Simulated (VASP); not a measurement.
# C in VASP: further runs

The runs below take C through single point, with PBE.

Program: VASP 6.6.1. These are calculated values, not measurements. Logs are shortened: lines on timing, memory, paths and dates and some standing lists are left out, and cuts for length are marked.

## Step 1: The cell of the first run

The cell holds a wire with vacuum, 2 atoms: a = 10.300 Å, b = 9.300 Å, c = 1.283 Å, α = 90.00°, β = 90.00°, γ = 90.00°.

## Step 2: Single point, PBE, collinear spin, ferromagnetic start

File INCAR:

```
PREC = Accurate ; ENCUT = 520
EDIFF = 1E-6 ; ISMEAR = 0
SIGMA = 0.05 ; LREAL = False
LASPH = True ; NELM = 150
ALGO = Normal ; ISIF = 2
LWAVE = False ; LCHARG = True
ISPIN = 2 ; MAGMOM = 0.5 0.5
LORBIT = 11 ; GGA = PE
LELF = True ; LVHAR = True
NBANDS = 15
```

File KPOINTS:

```
regular mesh
0
Gamma
  1 1 43
```

File POSCAR:

```
C
1.0
   10.3000000000      0.0000000000      0.0000000000
    0.0000000000      9.3000000000      0.0000000000
    0.0000000000      0.0000000000      1.2826809971
C
2
Direct
    0.3224248956      0.5000000000      0.0000000000
    0.6775751044      0.5000000000      0.5000000000
```

Potentials or basis: VASP PAW PBE potentials, release 64 (C).

Command:

```console
cat potpaw_PBE.64/C/POTCAR > POTCAR
mpirun -np 1 vasp_std > vasp.out
```

OUTCAR:

```text
PREC = Accurate
   ENCUT = 520
   EDIFF = 1E-6
   ISMEAR = 0
   LREAL = False
   LASPH = True
   NELM = 150
   ISIF = 2
   ISPIN = 2
   LORBIT = 11
   GGA = PE

 ion  position               nearest neighbor table
   1  0.322  0.500  0.000-
   2  0.678  0.500  0.500-

  LATTYP: Found a simple orthorhombic cell.
 ALAT       =     1.2826809971
 B/A-ratio  =     7.2504387459
 C/A-ratio  =     8.0300558153

  Lattice vectors:

 A1 = (   0.0000000000,   0.0000000000,  -1.2826809971)
 A2 = (   0.0000000000,   9.3000000000,   0.0000000000)
 A3 = (  10.3000000000,   0.0000000000,   0.0000000000)

Analysis of symmetry for initial positions (statically):
=====================================================================
 Subroutine PRICEL returns:
 Original cell was already a primitive cell.

 Routine SETGRP: Setting up the symmetry group for a
 simple orthorhombic supercell.

 Subroutine GETGRP returns: Found  8 space group operations
 (whereof  4 operations were pure point group operations)
 out of a pool of  8 trial point group operations.

The static configuration has the point symmetry C_2v.
 The point group associated with its full space group is D_2h.

Analysis of symmetry for dynamics (positions and initial velocities):
=====================================================================
 Subroutine PRICEL returns:
 Original cell was already a primitive cell.

 Routine SETGRP: Setting up the symmetry group for a
 simple orthorhombic supercell.

 Subroutine GETGRP returns: Found  8 space group operations
 (whereof  4 operations were pure point group operations)
 out of a pool of  8 trial point group operations.

The dynamic configuration has the point symmetry C_2v.
 The point group associated with its full space group is D_2h.

Analysis of structural, dynamic, and magnetic symmetry:
=====================================================================
 Subroutine PRICEL returns:
 Original cell was already a primitive cell.

 Routine SETGRP: Setting up the symmetry group for a
 simple orthorhombic supercell.

 Subroutine GETGRP returns: Found  8 space group operations
 (whereof  4 operations were pure point group operations)
 out of a pool of  8 trial point group operations.

The overall configuration has the point symmetry C_2v.
 The point group associated with its full space group is D_2h.

 Subroutine INISYM returns: Found  8 space group operations
 (whereof  4 operations are pure point group operations),
 and found     1 'primitive' translations

----------------------------------------------------------------------------------------

                                     Primitive cell

  volume of cell :     122.8680

  direct lattice vectors                    reciprocal lattice vectors
    10.300000000  0.000000000  0.000000000     0.097087379  0.000000000  0.000000000
     0.000000000  9.300000000  0.000000000     0.000000000  0.107526882  0.000000000
     0.000000000  0.000000000  1.282680997     0.000000000  0.000000000  0.779617069

  length of vectors
    10.300000000  9.300000000  1.282680997     0.097087379  0.107526882  0.779617069

  position of ions in fractional coordinates (direct lattice)
     0.322424896  0.500000000  0.000000000
     0.677575104  0.500000000  0.500000000

  ion indices of the primitive-cell ions
   primitive index   ion index
                 1           1
                 2           2

----------------------------------------------------------------------------------------

 KPOINTS: regular mesh

Automatic generation of k-mesh.
 Grid dimensions read from file:
 generate k-points for:    1    1   43

 Generating k-lattice:

  Cartesian coordinates                     Fractional coordinates (reciprocal lattice)
     0.097087379  0.000000000  0.000000000     1.000000000  0.000000000  0.000000000
     0.000000000  0.107526882  0.000000000     0.000000000  1.000000000  0.000000000
     0.000000000  0.000000000  0.018130630     0.000000000  0.000000000  0.023255814

  Length of vectors
     0.097087379  0.107526882  0.018130630
[... 43 lines left out ...]
   ISTART =      0    job   : 0-new  1-cont  2-samecut
   ICHARG =      2    charge: 1-file 2-atom 10-const
   ISPIN  =      2    spin polarized calculation?
   LNONCOLLINEAR =      F non collinear calculations
   LSORBIT =      F    spin-orbit coupling
   LASPH  =      T    aspherical Exc in radial PAW
   ENCUT  =  520.0 eV  38.22 Ry    6.18 a.u.  19.15 17.29  2.38*2*pi/ulx,y,z
   NELM   =    150;   NELMIN=  2; NELMDL= -5     # of ELM steps
   EDIFF  = 0.1E-05   stopping-criterion for ELM
   LREAL  =      F    real-space projection
   EDIFFG = 0.1E-04   stopping-criterion for IOM
   NSW    =      0    number of steps for IOM
   IBRION =     -1    ionic relax: 0-MD 1-quasi-New 2-CG
   NFREE  =      0    steps in history (QN), initial steepest desc. (CG)
   ISIF   =      2    stress and relaxation
   ISYM   =      2    0-nonsym 1-usesym 2-fastsym
   POTIM  = 0.5000    time-step for ionic-motion
   TEBEG  =    0.0;   TEEND  =   0.0 temperature during run
   PSTRESS=    0.0 pullay stress
   NELECT =       8.0000    total number of electrons
   NUPDOWN=      -1.0000    fix difference up-down
   EMIN   =  10.00;   EMAX   =-10.00  energy-range for DOS
   EFERMI =   0.00;   METHOD = LEGACY
   ISMEAR =     0;   SIGMA  =   0.05  broadening in eV -4-tet -1-fermi 0-gaus
   EFERMI_NEDOS =   21; number of points for ismear=-14 and -15
   IALGO  =     38    algorithm
   IMIX   =      4    mixing-type and parameters
     AMIX     =   0.40;   BMIX     =  1.00
     AMIX_MAG =   1.60;   BMIX_MAG =  1.00
  volume/ion in A,a.u.               =      61.43       414.58
  Fermi-wavevector in a.u.,A,eV,Ry     =   0.658605  1.244584  5.901676  0.433761
  Thomas-Fermi vector in A             =   1.730480
   LORBIT       =     11    0 simple, 1 ext, 2 COOP (PROOUT), +10 PAW based schemes
   GGA     = PE    functional components
   LHFCALC =     F    Hartree Fock is set to
   AEXX    =    0.0000 exact exchange contribution
   IVDW    =     0    specifies the selected vdW correction
   LEPSILON=     F    determine dielectric tensor
   LRPA    =     F    only Hartree local field effects (RPA)
 spin polarized calculation
 Gauss-broadening in eV      SIGMA  =   0.05
  energy-cutoff  :      520.00
  volume of cell :      122.87
 maximum number of plane-waves:      3385
 NGX is ok and might be reduce to    80
   NGX = 39   NGY = 35   NGZ =  5

 number of electron       8.0000000 magnetization      -0.0008327

 number of electron       8.0000000 magnetization       0.0000005

 Free energy of the ion-electron system (eV)
  ---------------------------------------------------
  ext. energy  EPLUGINS =         0.00000000
  ---------------------------------------------------
  free energy    TOTEN  =       -16.49511964 eV

  energy without entropy =      -16.49481720  energy(sigma->0) =      -16.49496842

 E-fermi :  -3.7802     XC(G=0):  -2.7372

 val. band max:       -3.8536670575   @ k =   0.0000   0.0000   0.2558
 cond. band min:      -3.7066611081   @ k =   0.0000   0.0000   0.2558
 fundamental gap:      0.1470059494
 Fermi energy:        -3.7801700724

 spin component 1

 k-point     1 :       0.0000    0.0000    0.0000
  band No.  band energies     occupation
      1     -20.1825      1.00000
      2     -20.1121      1.00000
      3      -9.4251      1.00000
      4      -9.2644      1.00000
      5      -9.1805      1.00000
      6      -8.9294      1.00000
      7       0.1999      0.00000
      8       1.6766      0.00000
      9       1.7111      0.00000
     10       1.9293      0.00000
     11       2.5812      0.00000
     12       2.6453      0.00000
     13       3.1348      0.00000
     14       4.1927      0.00000
[... 364 lines left out ...]
      1     -12.9421      1.00000
      2     -12.9408      1.00000
      3       4.7054      0.00000
      4       4.7201      0.00000
      5       7.1858      0.00000
      6       7.1939      0.00000
      7       7.1962      0.00000
      8       7.2514      0.00000
      9      18.9284      0.00000
     10      18.9519      0.00000
     11      19.0065      0.00000
     12      19.1033      0.00000
     13      21.5599      0.00000
     14      22.6309      0.00000
     15      23.6492      0.00000
 Fermi energy:        -3.7801700724

 spin component 2

 k-point     1 :       0.0000    0.0000    0.0000
  band No.  band energies     occupation
      1     -20.1825      1.00000
      2     -20.1121      1.00000
      3      -9.4252      1.00000
      4      -9.2644      1.00000
      5      -9.1805      1.00000
      6      -8.9294      1.00000
      7       0.2074      0.00000
      8       1.6819      0.00000
      9       1.7206      0.00000
     10       1.9323      0.00000
     11       2.6207      0.00000
     12       2.6473      0.00000
     13       3.1372      0.00000
     14       4.2150      0.00000
[... 365 lines left out ...]
      2     -12.9407      1.00000
      3       4.7054      0.00000
      4       4.7201      0.00000
      5       7.1858      0.00000
      6       7.1939      0.00000
      7       7.1962      0.00000
      8       7.2514      0.00000
      9      18.9284      0.00000
     10      18.9519      0.00000
     11      19.0065      0.00000
     12      19.1032      0.00000
     13      21.5639      0.00000
     14      22.6334      0.00000
     15      23.6621      0.00000

------------------------ aborting loop because EDIFF is reached ----------------------------------------

  FORCE on cell =-STRESS in cart. coord.  units (eV):
  Direction    XX          YY          ZZ          XY          YZ          ZX
  --------------------------------------------------------------------------------------
  -------------------------------------------------------------------------------------
  Total       -0.0078995     -0.0101457     -0.0697575      0.0000000      0.0000000      0.0000000
  in kB       -0.1030077     -0.1322980     -0.9096254      0.0000000      0.0000000      0.0000000
  external PRESSURE =      -0.3816437 kB  Pullay stress =       0.0000000 kB

 VOLUME and BASIS-vectors are now :
 -----------------------------------------------------------------------------
  energy-cutoff  :      520.00
  volume of cell :      122.87
      direct lattice vectors                 reciprocal lattice vectors
    10.300000000  0.000000000  0.000000000     0.097087379  0.000000000  0.000000000
     0.000000000  9.300000000  0.000000000     0.000000000  0.107526882  0.000000000
     0.000000000  0.000000000  1.282680997     0.000000000  0.000000000  0.779617069

 POSITION                                       TOTAL-FORCE (eV/Angst)
 -----------------------------------------------------------------------------------
      3.32098      4.65000      0.00000        -0.000204      0.000000      0.000000
      6.97902      4.65000      0.64134         0.000204      0.000000      0.000000
 -----------------------------------------------------------------------------------
    total drift:                                0.000000     -0.000000     -0.000000

  FREE ENERGIE OF THE ION-ELECTRON SYSTEM (eV)
  ---------------------------------------------------
  free  energy   TOTEN  =       -16.4951196432 eV

  energy  without entropy=      -16.4948172014  energy(sigma->0) =      -16.49496842

 total charge

# of ion       s       p       d       tot
------------------------------------------
    1        0.891   1.789   0.000   2.681
    2        0.891   1.789   0.000   2.681
--------------------------------------------------
tot          1.782   3.579   0.000   5.361

 magnetization (x)

# of ion       s       p       d       tot
------------------------------------------
    1        0.000  -0.000   0.000   0.000
    2        0.000  -0.000   0.000   0.000
--------------------------------------------------
tot          0.000  -0.000   0.000   0.000
```

Run time: 61 s. Hardware: 1 thread of AMD EPYC 9R14 (Zen 4), shared host; peak memory 0.25 GiB.

Results:

| Quantity | Value |
| --- | --- |
| Free energy | -16.4951 eV |
| Band gap on the k mesh | zero (filled and empty bands overlap) |
| Net moment | 0.00 μB per cell |
| Valence electrons inside the program's atomic spheres | C 2.68 |

[end of part 1 of 2]
